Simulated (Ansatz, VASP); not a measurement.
One calculation of Sn3As, two programs

```
Sn As
1.0
     4.67633    0.00000    0.00000
     0.00000    4.67633    0.00000
     0.00000    0.00000    4.67633
Sn As
3 1
Cartesian
  2.3382 0.0000 2.3382
  0.0000 2.3382 2.3382
  2.3382 2.3382 0.0000
  0.0000 0.0000 0.0000
```

Change from the starting cell: species swapped into the Pt3Pb type (Pm-3m, No. 221).

Alike in both runs: functional PBE; k mesh 4 × 4 × 4; occupations gaussian, width 0.1 eV; no spin polarisation.

Ansatz relaxed the structure, and its values are those at the end. VASP's run is a single point on that final structure, the one shown.

|  | VASP | Ansatz |
| --- | --- | --- |
| version | VASP 6.6.1 | Ansatz 0.2.0 |
| potentials or method | VASP PAW PBE potentials, release 64 (Sn_d, As), cutoff 520 eV | scalar-relativistic, plane waves, PAW |
| valence electrons in the cell | 47 | 57 |

|  | VASP | Ansatz | Ansatz less VASP |
| --- | --- | --- | --- |
| gap on the k mesh at the Fermi level (eV) | none | none | - |
| pressure (GPa) | 0.0 | 0.1 | +0.02 |

A gap of «none» marks a metal or a gap that the smearing closes. VASP's potentials hold 47 valence electrons a cell and Ansatz's 57, so a difference there can come from the potentials and not from the codes.
